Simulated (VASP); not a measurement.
A run of VASP 6.6.1 is set up as follows.

Contents of POSCAR:

```
Ru
1.0
    0.0000000000      2.5818259214      2.5818259214
    2.5818259214      0.0000000000      2.5818259214
    2.5818259214      2.5818259214      0.0000000000
Ru
2
Direct
   -0.1700000000     -0.1100000000     -0.1100000000
    0.1700000000      0.1100000000      0.1100000000
```

INCAR.step1

```
PREC = Accurate
ENCUT = 440
ISMEAR = -1
SIGMA = 0.05
LREAL = False
LASPH = True
NELM = 120
NBANDS = 21
GGA = PE
ALGO = Normal
EDIFF = 1E-5
LWAVE = True
LCHARG = False
GGA_COMPAT = False
```

File INCAR.step2:

```
PREC = Accurate
ENCUT = 440
EDIFF = 1E-8
ISMEAR = -1
SIGMA = 0.05
LREAL = False
LASPH = True
NELM = 120
ALGO = Normal
ISIF = 2
LWAVE = False
LCHARG = False
METAGGA = R2SCAN
LMIXTAU = True
LEFG = True
NBANDS = 21
ISTART = 1
GGA_COMPAT = False
```

The input KPOINTS:

```
Automatic mesh
0
Gamma
  10 10 10
```

Potentials or basis: VASP PAW PBE potentials, release 64 (Ru_pv).

Command:

```console
$ cat potpaw_PBE.64/Ru_pv/POTCAR > POTCAR
$ cp INCAR.step1 INCAR
$ mpirun -np 1 vasp_std > vasp.out
$ cp INCAR.step2 INCAR
$ mpirun -np 1 vasp_std > vasp.out
```

(1) Predict the band gap on the k mesh.

(2) What does it give for the pressure?

Answers

(1) zero (band 14 reaches 9.57 eV, above the bottom of band 15 at 8.52 eV).

(2) 47.6 GPa.

Caveat: the cell differs from its parent crystal (shortest bond scaled by 0.88); without QUAD_EFG the Cq values of the log hold for a quadrupole moment of 1 mb, not for the nuclei; the PAW data sets were made with another functional, which shifts forces and pressure a little.
